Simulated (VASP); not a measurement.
# AlRu (P4/mmm) in VASP: single point with PBEsol

Aim: the single point of AlRu with PBEsol.

All numbers are computed with VASP 6.6.1; they aren't measurements. Logs are shortened: lines on timing, memory, paths and dates and some standing lists are left out, and cuts for length are marked.

## (1) The cell of the first run

Symmetry: P4/mmm, No. 123, tetragonal system. The conventional cell has a = 2.976 Å, b = 2.976 Å, c = 5.953 Å, α = 90.00°, β = 90.00°, γ = 90.00°. Within 3.3 Å of Al (site symmetry 4mm) lie 8 Ru at 2.54 to 2.62 Å and 6 Al at 2.83 to 3.12 Å. Within 3.5 Å of Ru (site symmetry 4/mmm) lie 8 Al at 2.62 Å and 6 Ru at 2.98 Å. Ru (site symmetry 4/mmm) has 8 Al at 2.54 Å and 6 Ru at 2.98 Å within 3.3 Å.

## (2) Single point, PBEsol (mode 4 frozen in at +0.000 Å and mode 12 at -0.073 Å (largest displacements))

Contents of INCAR:

```
SYSTEM = AlRu
ALGO     = Fast           ! electronic algorithm
EDIFF    = 1E-6           ! SCF threshold, eV
ENCUT    = 520            ! plane-wave cutoff, eV
GGA      = PS             ! functional
ISIF     = 2              ! what is computed and relaxed
ISMEAR   = 0              ! smearing method
LASPH    = .TRUE.         ! aspherical terms in the spheres
LCHARG   = .FALSE.        ! write CHGCAR
LREAL    = .FALSE.        ! projectors in reciprocal space
LWAVE    = .FALSE.        ! write WAVECAR
NBANDS   = 25             ! bands
NELM     = 60             ! most SCF steps
PREC     = Accurate       ! precision mode
SIGMA    = 0.15           ! smearing width, eV
```

Contents of KPOINTS:

```
k-points
0
G
  16 16 8
  0 0 0
```

Contents of POSCAR:

```
AlRu
1.0
    2.9763250904      0.0000000000      0.0000000000
    0.0000000000      2.9763250904      0.0000000000
    0.0000000000      0.0000000000      5.9526501809
Al Ru
2 2
Direct
    0.0000000000      0.0000000000     -0.0122634453
    0.0000000000      0.0000000000      0.5122634453
    0.5000000000      0.5000000000      0.2500000000
    0.5000000000      0.5000000000      0.7500000000
```

Potentials or basis: VASP PAW PBE potentials, release 64 (Al, Ru_pv).

Launch:

```console
> cat potpaw_PBE.64/Al/POTCAR potpaw_PBE.64/Ru_pv/POTCAR > POTCAR
> mpirun -np 1 vasp_std > vasp.out
```

OUTCAR:

```text
SYSTEM = AlRu
   EDIFF = 1E-6
   ENCUT = 520
   GGA = PS
   ISIF = 2
   ISMEAR = 0
   LASPH = .TRUE.
   LREAL = .FALSE.
   NELM = 60
   PREC = Accurate

 ion  position               nearest neighbor table
   1  0.000  0.000  0.988-   4 2.54   4 2.54   4 2.54   4 2.54   3 2.62   3 2.62   3 2.62   3 2.62
                             2 2.83   2 3.12
   2  0.000  0.000  0.512-   4 2.54   4 2.54   4 2.54   4 2.54   3 2.62   3 2.62   3 2.62   3 2.62
                             1 2.83   1 3.12
   3  0.500  0.500  0.250-   1 2.62   2 2.62   1 2.62   2 2.62   1 2.62   2 2.62   1 2.62   2 2.62
                             4 2.98   4 2.98
   4  0.500  0.500  0.750-   1 2.54   2 2.54   1 2.54   2 2.54   1 2.54   2 2.54   1 2.54   2 2.54
                             3 2.98   3 2.98

  LATTYP: Found a simple tetragonal cell.
 ALAT       =     2.9763250904
 C/A-ratio  =     2.0000000000

  Lattice vectors:

 A1 = (   2.9763250904,   0.0000000000,   0.0000000000)
 A2 = (   0.0000000000,   2.9763250904,   0.0000000000)
 A3 = (   0.0000000000,   0.0000000000,   5.9526501809)

Analysis of symmetry for initial positions (statically):
=====================================================================
 Subroutine PRICEL returns:
 Original cell was already a primitive cell.

 Routine SETGRP: Setting up the symmetry group for a
 simple tetragonal supercell.

 Subroutine GETGRP returns: Found 16 space group operations
 (whereof  8 operations were pure point group operations)
 out of a pool of 16 trial point group operations.

The static configuration has the point symmetry C_4v.
 The point group associated with its full space group is D_4h.

Analysis of symmetry for dynamics (positions and initial velocities):
=====================================================================
 Subroutine PRICEL returns:
 Original cell was already a primitive cell.

 Routine SETGRP: Setting up the symmetry group for a
 simple tetragonal supercell.

 Subroutine GETGRP returns: Found 16 space group operations
 (whereof  8 operations were pure point group operations)
 out of a pool of 16 trial point group operations.

The dynamic configuration has the point symmetry C_4v.
 The point group associated with its full space group is D_4h.

 Subroutine INISYM returns: Found 16 space group operations
 (whereof  8 operations are pure point group operations),
 and found     1 'primitive' translations

----------------------------------------------------------------------------------------

                                     Primitive cell

  volume of cell :      52.7316

  direct lattice vectors                    reciprocal lattice vectors
     2.976325090  0.000000000  0.000000000     0.335984803  0.000000000  0.000000000
     0.000000000  2.976325090  0.000000000     0.000000000  0.335984803  0.000000000
     0.000000000  0.000000000  5.952650181     0.000000000  0.000000000  0.167992402

  length of vectors
     2.976325090  2.976325090  5.952650181     0.335984803  0.335984803  0.167992402

  position of ions in fractional coordinates (direct lattice)
     0.000000000  0.000000000  0.987736555
     0.000000000  0.000000000  0.512263445
     0.500000000  0.500000000  0.250000000
     0.500000000  0.500000000  0.750000000

  ion indices of the primitive-cell ions
   primitive index   ion index
                 1           1
                 2           2
                 3           3
                 4           4

----------------------------------------------------------------------------------------

 KPOINTS: k-points

Automatic generation of k-mesh.
 Grid dimensions read from file:
 generate k-points for:   16   16    8

 Generating k-lattice:

  Cartesian coordinates                     Fractional coordinates (reciprocal lattice)
     0.020999050  0.000000000  0.000000000     0.062500000  0.000000000  0.000000000
     0.000000000  0.020999050  0.000000000     0.000000000  0.062500000  0.000000000
     0.000000000  0.000000000  0.020999050     0.000000000  0.000000000  0.125000000

  Length of vectors
     0.020999050  0.020999050  0.020999050

  Shift w.r.t. Gamma in fractional coordinates (k-lattice)
     0.000000000  0.000000000  0.000000000

 Subroutine IBZKPT returns following result:
 ===========================================

 Found    225 irreducible k-points:

 Following reciprocal coordinates:
            Coordinates               Weight
  0.000000  0.000000  0.000000      1.000000
  0.062500  0.000000  0.000000      4.000000
  0.125000  0.000000  0.000000      4.000000
  0.187500  0.000000  0.000000      4.000000
  0.250000  0.000000  0.000000      4.000000
  0.312500  0.000000  0.000000      4.000000
[... 16 lines left out ...]
  0.437500  0.125000  0.000000      8.000000
  0.500000  0.125000  0.000000      4.000000
 [... further k-points ...]
   k-points           NKPTS =    225   k-points in BZ     NKDIM =    225   number of bands    NBANDS=     25
   number of dos      NEDOS =    301   number of ions     NIONS =      4
   total plane-waves  NPLWV =  27648
   dimension x,y,z NGX =    24 NGY =   24 NGZ =   48
   dimension x,y,z NGXF=    48 NGYF=   48 NGZF=   96
   ions per type =               2   2
   NGX,Y,Z   is equivalent  to a cutoff of  13.41, 13.41, 13.41 a.u.
   NGXF,Y,Z  is equivalent  to a cutoff of  26.81, 26.81, 26.81 a.u.
 SYSTEM =  AlRu
   PREC   = accura    normal or accurate (medium, high low for compatibility)
   ISTART =      0    job   : 0-new  1-cont  2-samecut
   ICHARG =      2    charge: 1-file 2-atom 10-const
   ISPIN  =      1    spin polarized calculation?
   LNONCOLLINEAR =      F non collinear calculations
   LSORBIT =      F    spin-orbit coupling
   LASPH  =      T    aspherical Exc in radial PAW
   ENCUT  =  520.0 eV  38.22 Ry    6.18 a.u.   5.53  5.53 11.07*2*pi/ulx,y,z
   NELM   =     60;   NELMIN=  2; NELMDL= -5     # of ELM steps
   EDIFF  = 0.1E-05   stopping-criterion for ELM
   LREAL  =      F    real-space projection
   EDIFFG = 0.1E-04   stopping-criterion for IOM
   NSW    =      0    number of steps for IOM
   IBRION =     -1    ionic relax: 0-MD 1-quasi-New 2-CG
   NFREE  =      0    steps in history (QN), initial steepest desc. (CG)
   ISIF   =      2    stress and relaxation
   ISYM   =      2    0-nonsym 1-usesym 2-fastsym
   POTIM  = 0.5000    time-step for ionic-motion
   TEBEG  =    0.0;   TEEND  =   0.0 temperature during run
   PSTRESS=    0.0 pullay stress
   NELECT =      34.0000    total number of electrons
   NUPDOWN=      -1.0000    fix difference up-down
   EMIN   =  10.00;   EMAX   =-10.00  energy-range for DOS
   EFERMI =   0.00;   METHOD = LEGACY
   ISMEAR =     0;   SIGMA  =   0.15  broadening in eV -4-tet -1-fermi 0-gaus
   EFERMI_NEDOS =   21; number of points for ismear=-14 and -15
   IALGO  =     68    algorithm
   IMIX   =      4    mixing-type and parameters
     AMIX     =   0.40;   BMIX     =  1.00
     AMIX_MAG =   1.60;   BMIX_MAG =  1.00
  volume/ion in A,a.u.               =      13.18        88.96
  Fermi-wavevector in a.u.,A,eV,Ry     =   1.414308  2.672655 27.215300  2.000268
  Thomas-Fermi vector in A             =   2.535864
   LORBIT       =      0    0 simple, 1 ext, 2 COOP (PROOUT), +10 PAW based schemes
   GGA     = PS    functional components
   LHFCALC =     F    Hartree Fock is set to
   AEXX    =    0.0000 exact exchange contribution
   IVDW    =     0    specifies the selected vdW correction
   LEPSILON=     F    determine dielectric tensor
   LRPA    =     F    only Hartree local field effects (RPA)
 non-spin polarized calculation
 RMM-DIIS sequential band-by-band and
 Gauss-broadening in eV      SIGMA  =   0.15
  energy-cutoff  :      520.00
  volume of cell :       52.73
 maximum number of plane-waves:      1447
 NGX is ok and might be reduce to    24
   NGX = 11   NGY = 11   NGZ = 23

 number of electron      33.9999992 magnetization

 Free energy of the ion-electron system (eV)
  ---------------------------------------------------
  ext. energy  EPLUGINS =         0.00000000
  ---------------------------------------------------
  free energy    TOTEN  =       -30.99297736 eV

  energy without entropy =      -30.95701560  energy(sigma->0) =      -30.97499648

 E-fermi :  10.8361     XC(G=0): -12.7639

 val. band max:       10.8337943063   @ k =   0.2500   0.1250   0.0000
 cond. band min:      10.8429333803   @ k =   0.3750   0.0625   0.2500
 fundamental gap:      0.0091390740
 Fermi energy:        10.8360686196

 k-point     1 :       0.0000    0.0000    0.0000
  band No.  band energies     occupation
      1     -31.1239      2.00000
      2     -30.9068      2.00000
      3     -30.9068      2.00000
      4     -30.9008      2.00000
      5     -30.8848      2.00000
      6     -30.8848      2.00000
[... 17 lines left out ...]
     24      21.8835      0.00000
     25      21.9095      0.00000

 k-point     2 :       0.0625    0.0000    0.0000
  band No.  band energies     occupation
      1     -31.1228      2.00000
      2     -30.9155      2.00000
      3     -30.9060      2.00000
      4     -30.9001      2.00000
      5     -30.8930      2.00000
      6     -30.8841      2.00000
[... 17 lines left out ...]
     24      21.3733      0.00000
     25      21.7843      0.00000

 k-point     3 :       0.1250    0.0000    0.0000
  band No.  band energies     occupation
      1     -31.1197      2.00000
      2     -30.9402      2.00000
      3     -30.9163      2.00000
      4     -30.9040      2.00000
      5     -30.8980      2.00000
      6     -30.8820      2.00000
[... 17 lines left out ...]
     24      20.4009      0.00000
     25      21.3003      0.00000

 k-point     4 :       0.1875    0.0000    0.0000
  band No.  band energies     occupation
      1     -31.1151      2.00000
      2     -30.9770      2.00000
      3     -30.9510      2.00000
      4     -30.9008      2.00000
      5     -30.8949      2.00000
      6     -30.8789      2.00000
[... 17 lines left out ...]
     24      19.2915      0.00000
     25      20.6362      0.00000
[... 477 lines left out ...]
 k-point    22 :       0.3750    0.1250    0.0000
  band No.  band energies     occupation
      1     -31.0958      2.00000
      2     -31.0954      2.00000
      3     -31.0629      2.00000
      4     -30.9224      2.00000
      5     -30.8993      2.00000
      6     -30.8817      2.00000
[... 17 lines left out ...]
     24      19.9317      0.00000
     25      20.4730      0.00000

 k-point    23 :       0.4375    0.1250    0.0000
  band No.  band energies     occupation
      1     -31.1193      2.00000
      2     -31.0928      2.00000
      3     -31.0856      2.00000
      4     -30.9202      2.00000
      5     -30.8971      2.00000
      6     -30.8796      2.00000
[... 17 lines left out ...]
     24      20.2224      0.00000
     25      20.5925      0.00000

 k-point    24 :       0.5000    0.1250    0.0000
  band No.  band energies     occupation
      1     -31.1277      2.00000
      2     -31.0935      2.00000
      3     -31.0917      2.00000
      4     -30.9194      2.00000
      5     -30.8963      2.00000
      6     -30.8788      2.00000
[... 17 lines left out ...]
     24      20.4855      0.00000
     25      20.6288      0.00000

 [... further k-points ...]
[... 5 lines left out ...]
  --------------------------------------------------------------------------------------
  -------------------------------------------------------------------------------------
  Total        0.1960379      0.1960379      0.3037754      0.0000000      0.0000000      0.0000000
  in kB        5.9563413      5.9563413      9.2297970      0.0000000      0.0000000      0.0000000
  external PRESSURE =       7.0474932 kB  Pullay stress =       0.0000000 kB

 VOLUME and BASIS-vectors are now :
 -----------------------------------------------------------------------------
  energy-cutoff  :      520.00
  volume of cell :       52.73
      direct lattice vectors                 reciprocal lattice vectors
     2.976325090  0.000000000  0.000000000     0.335984803  0.000000000  0.000000000
     0.000000000  2.976325090  0.000000000     0.000000000  0.335984803  0.000000000
     0.000000000  0.000000000  5.952650181     0.000000000  0.000000000  0.167992402

 POSITION                                       TOTAL-FORCE (eV/Angst)
 -----------------------------------------------------------------------------------
      0.00000      0.00000      5.87965        -0.000000      0.000000      0.849434
      0.00000      0.00000      3.04933        -0.000000      0.000000     -0.849434
      1.48816      1.48816      1.48816         0.000000      0.000000      0.000000
      1.48816      1.48816      4.46449        -0.000000     -0.000000     -0.000000
 -----------------------------------------------------------------------------------
    total drift:                                0.000000     -0.000000     -0.000000

  FREE ENERGIE OF THE ION-ELECTRON SYSTEM (eV)
  ---------------------------------------------------
  free  energy   TOTEN  =       -30.9929773619 eV

  energy  without entropy=      -30.9570155981  energy(sigma->0) =      -30.97499648
```

It took 2.3 min on 1 thread of Intel Xeon 6975P-C (Granite Rapids), shared host; peak memory 0.35 GiB.

What came out:

- Free energy: -30.9930 eV
- Pressure: 0.7 GPa
- Largest force: 0.849 eV/Å
- Band gap on the k mesh: zero (band 17 reaches 12.47 eV, above the bottom of band 18 at 9.65 eV)

Forces on the atoms (eV/Å):
```
Al   0.000  0.000  0.849
Al   0.000  0.000 -0.849
Ru   0.000  0.000  0.000
Ru   0.000  0.000  0.000
```

Levels at points of the mesh, in eV from the Fermi level:
```tsv
k point	band 15	band 16	band 17	band 18	band 19	band 20
(0.00, 0.00, 0.00)	0.11	0.18	0.18	0.47	2.32	6.11
(0.50, 0.00, 0.00)	-1.39	-1.22	-1.15	0.44	1.54	2.31
(0.50, 0.50, 0.00)	-1.21	1.52	1.64	1.65	2.67	4.11
(0.00, 0.00, 0.50)	-0.79	-0.79	0.17	0.41	3.10	3.20
(0.50, 0.00, 0.50)	-1.46	-1.25	-0.58	-0.39	2.10	2.20
(0.50, 0.50, 0.50)	1.54	1.63	1.64	1.64	2.14	2.14
```

Caveat: the cell differs from its parent crystal (mode 4 frozen in at +0.000 Å and mode 12 at -0.073 Å (largest displacements)); the PAW data sets were made with another functional, which shifts forces and pressure a little.
